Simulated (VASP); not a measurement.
# Pt (Fm-3m) in VASP: notebook, part 2 of 2

VASP 6.6.1. The steps go on from the part before.

## Step 3: Electric field gradients, PBE (volume scaled by 1.06)

The input, INCAR:

```
SYSTEM = Pt
ALGO     = Normal         ! electronic algorithm
EDIFF    = 1E-8           ! SCF threshold, eV
ENCUT    = 520            ! plane-wave cutoff, eV
GGA      = PE             ! functional
ISIF     = 2              ! what is computed and relaxed
ISMEAR   = -1             ! smearing method
LASPH    = .True.         ! aspherical terms in the spheres
LCHARG   = .False.        ! write CHGCAR
LEFG     = .True.       
LREAL    = .False.        ! projectors in reciprocal space
LWAVE    = .False.        ! write WAVECAR
NBANDS   = 11             ! bands
NELM     = 80             ! most SCF steps
PREC     = Accurate       ! precision mode
SIGMA    = 0.03           ! smearing width, eV
```

The input, KPOINTS:

```
k-points
0
Gamma
  18 18 18
  0 0 0
```

The input, POSCAR:

```
Pt
1.0
    0.0000000000      1.9962999450      1.9962999450
    1.9962999450      0.0000000000      1.9962999450
    1.9962999450      1.9962999450      0.0000000000
Pt
1
Direct
    0.0000000000      0.0000000000      0.0000000000
```

Potentials or basis: VASP PAW PBE potentials, release 64 (Pt).

Command:

```
> cat potpaw_PBE.64/Pt/POTCAR > POTCAR
> mpirun -np 1 vasp_std > vasp.out
```

OUTCAR:

```text
SYSTEM = Pt
   EDIFF = 1E-8
   ENCUT = 520
   GGA = PE
   ISIF = 2
   ISMEAR = -1
   LASPH = .True.
   LREAL = .False.
   NELM = 80
   PREC = Accurate

 ion  position               nearest neighbor table
   1  0.000  0.000  0.000-

  LATTYP: Found a face centered cubic cell.
 ALAT       =     3.9925998900

  Lattice vectors:

 A1 = (   0.0000000000,   1.9962999450,   1.9962999450)
 A2 = (   1.9962999450,   0.0000000000,   1.9962999450)
 A3 = (   1.9962999450,   1.9962999450,   0.0000000000)

Analysis of symmetry for initial positions (statically):
=====================================================================
 Subroutine PRICEL returns:
 Original cell was already a primitive cell.

 Routine SETGRP: Setting up the symmetry group for a
 face centered cubic supercell.

[... 517 lines left out ...]
  external PRESSURE =     -45.1288733 kB  Pullay stress =       0.0000000 kB

 VOLUME and BASIS-vectors are now :
 -----------------------------------------------------------------------------
  energy-cutoff  :      520.00
  volume of cell :       15.91
      direct lattice vectors                 reciprocal lattice vectors
     0.000000000  1.996299945  1.996299945    -0.250463364  0.250463364  0.250463364
     1.996299945  0.000000000  1.996299945     0.250463364 -0.250463364  0.250463364
     1.996299945  1.996299945  0.000000000     0.250463364  0.250463364 -0.250463364

 POSITION                                       TOTAL-FORCE (eV/Angst)
 -----------------------------------------------------------------------------------
      0.00000      0.00000      0.00000         0.000000      0.000000      0.000000
 -----------------------------------------------------------------------------------
    total drift:                               -0.000000      0.000000     -0.000000

  FREE ENERGIE OF THE ION-ELECTRON SYSTEM (eV)
  ---------------------------------------------------
  free  energy   TOTEN  =        -6.0936372953 eV

  energy  without entropy=       -6.0866900214  energy(sigma->0) =       -6.09016366

 Electric field gradients (V/A^2)
---------------------------------------------------------------------
 ion       V_xx      V_yy      V_zz      V_xy      V_xz      V_yz
---------------------------------------------------------------------
   1      -0.000    -0.000    -0.000     0.000     0.000     0.000
---------------------------------------------------------------------

 Electric field gradients after diagonalization (V/A^2)
 (convention: |V_zz| > |V_xx| > |V_yy|)
----------------------------------------------------------------------
 ion       V_xx      V_yy      V_zz     asymmetry (V_yy - V_xx)/ V_zz
----------------------------------------------------------------------
   1      -0.000    -0.000     0.000       0.000
----------------------------------------------------------------------

           NMR quadrupolar parameters

 Cq : quadrupolar parameter    Cq=e*Q*V_zz/h
 eta: asymmetry parameters     (V_yy - V_xx)/ V_zz
 Q  : nuclear electric quadrupole moment in mb (millibarn)
----------------------------------------------------------------------
 ion       Cq(MHz)       eta       Q (mb)
----------------------------------------------------------------------
   1       0.000       0.000       1.000
----------------------------------------------------------------------
```

It took 39 s on 1 thread of AMD EPYC 9R45 (Zen 5), shared host; peak memory 0.13 GiB.

Results:

```
Free energy            : -6.0936 eV
Pressure               : -4.5 GPa
Band gap on the k mesh : zero (band 5 reaches 10.70 eV, above the bottom of band 6 at 8.67 eV)
```

Caveat: the cell differs from its parent crystal (volume scaled by 1.06); without QUAD_EFG the Cq values of the log hold for a quadrupole moment of 1 mb, not for the nuclei; spin-orbit coupling is left out, which moves the levels of the heavy elements.

## Step 4: Electric field gradients, PBEsol

This run uses another cell than the first one, of 15.01 Å³/atom, 0.943 times its volume.

The input, INCAR:

```
SYSTEM = Pt
ALGO = Normal
EDIFF = 1E-8
ENCUT = 520
GGA = PS
ISIF = 2
ISMEAR = -1
LASPH = .True.
LCHARG = .False.
LEFG = .True.
LREAL = .False.
LWAVE = .False.
NBANDS = 11
NELM = 60
PREC = Accurate
SIGMA = 0.03
```

KPOINTS is that of step 3.

The input, POSCAR:

```
Pt
1.0
    0.0000000000      1.9579000000      1.9579000000
    1.9579000000      0.0000000000      1.9579000000
    1.9579000000      1.9579000000      0.0000000000
Pt
1
Direct
    0.0000000000      0.0000000000      0.0000000000
```

Potentials or basis: VASP PAW PBE potentials, release 64 (Pt).

Command:

```
> cat potpaw_PBE.64/Pt/POTCAR > POTCAR
> mpirun -np 1 vasp_std > vasp.out
```

OUTCAR:

```text
SYSTEM = Pt
   EDIFF = 1E-8
   ENCUT = 520
   GGA = PS
   ISIF = 2
   ISMEAR = -1
   LASPH = .True.
   LREAL = .False.
   NELM = 60
   PREC = Accurate

 ion  position               nearest neighbor table
   1  0.000  0.000  0.000-

  LATTYP: Found a face centered cubic cell.
 ALAT       =     3.9158000000

  Lattice vectors:

 A1 = (   0.0000000000,   1.9579000000,   1.9579000000)
 A2 = (   1.9579000000,   0.0000000000,   1.9579000000)
 A3 = (   1.9579000000,   1.9579000000,   0.0000000000)

Analysis of symmetry for initial positions (statically):
=====================================================================
 Subroutine PRICEL returns:
 Original cell was already a primitive cell.

 Routine SETGRP: Setting up the symmetry group for a
 face centered cubic supercell.

[... 519 lines left out ...]
  external PRESSURE =       0.2711891 kB  Pullay stress =       0.0000000 kB

 VOLUME and BASIS-vectors are now :
 -----------------------------------------------------------------------------
  energy-cutoff  :      520.00
  volume of cell :       15.01
      direct lattice vectors                 reciprocal lattice vectors
     0.000000000  1.957900000  1.957900000    -0.255375658  0.255375658  0.255375658
     1.957900000  0.000000000  1.957900000     0.255375658 -0.255375658  0.255375658
     1.957900000  1.957900000  0.000000000     0.255375658  0.255375658 -0.255375658

 POSITION                                       TOTAL-FORCE (eV/Angst)
 -----------------------------------------------------------------------------------
      0.00000      0.00000      0.00000         0.000000     -0.000000     -0.000000
 -----------------------------------------------------------------------------------
    total drift:                               -0.000000     -0.000000     -0.000000

  FREE ENERGIE OF THE ION-ELECTRON SYSTEM (eV)
  ---------------------------------------------------
  free  energy   TOTEN  =        -6.9632710324 eV

  energy  without entropy=       -6.9568700932  energy(sigma->0) =       -6.96007056

 Electric field gradients (V/A^2)
---------------------------------------------------------------------
 ion       V_xx      V_yy      V_zz      V_xy      V_xz      V_yz
---------------------------------------------------------------------
   1      -0.000    -0.000     0.000     0.000     0.000     0.000
---------------------------------------------------------------------

 Electric field gradients after diagonalization (V/A^2)
 (convention: |V_zz| > |V_xx| > |V_yy|)
----------------------------------------------------------------------
 ion       V_xx      V_yy      V_zz     asymmetry (V_yy - V_xx)/ V_zz
----------------------------------------------------------------------
   1      -0.000    -0.000     0.000       0.000
----------------------------------------------------------------------

           NMR quadrupolar parameters

 Cq : quadrupolar parameter    Cq=e*Q*V_zz/h
 eta: asymmetry parameters     (V_yy - V_xx)/ V_zz
 Q  : nuclear electric quadrupole moment in mb (millibarn)
----------------------------------------------------------------------
 ion       Cq(MHz)       eta       Q (mb)
----------------------------------------------------------------------
   1       0.000       0.000       1.000
----------------------------------------------------------------------
```

Wall time 32 s (1 thread of AMD EPYC 7R13 (Zen 3), shared host); peak memory 0.14 GiB.

What came out:

```
Free energy            : -6.9633 eV
Pressure               : 0.0 GPa
Band gap on the k mesh : zero (band 5 reaches 11.69 eV, above the bottom of band 6 at 9.44 eV)
```

Caveat: without QUAD_EFG the Cq values of the log hold for a quadrupole moment of 1 mb, not for the nuclei; the PAW data sets were made with another functional, which shifts forces and pressure a little; spin-orbit coupling is left out, which moves the levels of the heavy elements.
